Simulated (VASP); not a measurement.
A run of VASP 6.6.1 is set up as follows.

POSCAR

```
NbSi
1.0
    3.1564400000      0.0000000000      0.0000000000
    0.0000000000      3.1564400000      0.0000000000
    0.0000000000      0.0000000000      3.1564400000
Nb Si
1 1
Direct
    0.0000000000      0.0000000000      0.0000000000
    0.5000000000      0.5000000000      0.5000000000
```

File INCAR.step1:

```
ALGO     = Normal         # electronic algorithm
EDIFF    = 1E-4           # SCF threshold, eV
ENCUT    = 600            # plane-wave cutoff, eV
GGA      = PE             # functional
ISMEAR   = -1             # smearing method
LASPH    = T              # aspherical terms in the spheres
LCHARG   = F              # write CHGCAR
LDAU     = T              # DFT+U
LDAUJ    = 0 0          
LDAUL    = 2 -1           # shell
LDAUTYPE = 2            
LDAUU    = 2 0            # U, eV
LMAXMIX  = 4              # l up to which the mixer works
LREAL    = F              # projectors in reciprocal space
LWAVE    = T              # write WAVECAR
NELM     = 150            # most SCF steps
PREC     = Accurate       # precision mode
SIGMA    = 0.05           # smearing width, eV
```

INCAR.step2

```
ALGO     = Normal         # electronic algorithm
EDIFF    = 1E-7           # SCF threshold, eV
EDIFFG   = -0.01          # ionic threshold
ENCUT    = 600            # plane-wave cutoff, eV
IBRION   = 2              # ionic algorithm
ISIF     = 3              # what is computed and relaxed
ISMEAR   = -1             # smearing method
ISTART   = 1            
LASPH    = T              # aspherical terms in the spheres
LCHARG   = F              # write CHGCAR
LDAU     = T              # DFT+U
LDAUJ    = 0 0          
LDAUL    = 2 -1           # shell
LDAUPRINT= 1            
LDAUTYPE = 2            
LDAUU    = 2 0            # U, eV
LMAXMIX  = 4              # l up to which the mixer works
LMIXTAU  = T            
LREAL    = F              # projectors in reciprocal space
LWAVE    = F              # write WAVECAR
METAGGA  = R2SCAN         # meta-GGA
NELM     = 150            # most SCF steps
NSW      = 60             # ionic steps
PREC     = Accurate       # precision mode
SIGMA    = 0.05           # smearing width, eV
```

Contents of KPOINTS:

```
k-points
0
Gamma
  8 8 8
```

Potentials or basis: VASP PAW PBE potentials, release 64 (Nb_sv, Si).

Command:

```sh
$ cat potpaw_PBE.64/Nb_sv/POTCAR potpaw_PBE.64/Si/POTCAR > POTCAR
$ cp INCAR.step1 INCAR
$ mpirun -np 1 vasp_std > vasp.out
$ cp INCAR.step2 INCAR
$ mpirun -np 1 vasp_std > vasp.out
```

Estimate the relaxed volume.

15.81 Å³/atom.

Estimate the relaxed cell.

a = 3.162 Å, b = 3.162 Å, c = 3.162 Å, α = 90.00°, β = 90.00°, γ = 90.00°.

The path:
```csv
step,energy change (eV),largest force (eV/Å),pressure (GPa),volume (Å³)
1,0.0000,0.0000,0.96,31.45
2,0.0006,0.0000,-1.36,31.88
3,-0.0005,0.0000,0.01,31.62
```

Caveat: the PAW data sets were made with another functional, which shifts forces and pressure a little; an odd number of electrons without spin polarisation forces a metal; a magnetic or distorted state may lie lower; U without spin polarisation on a metal has little footing; the U is typed as a test and isn't derived for this compound.
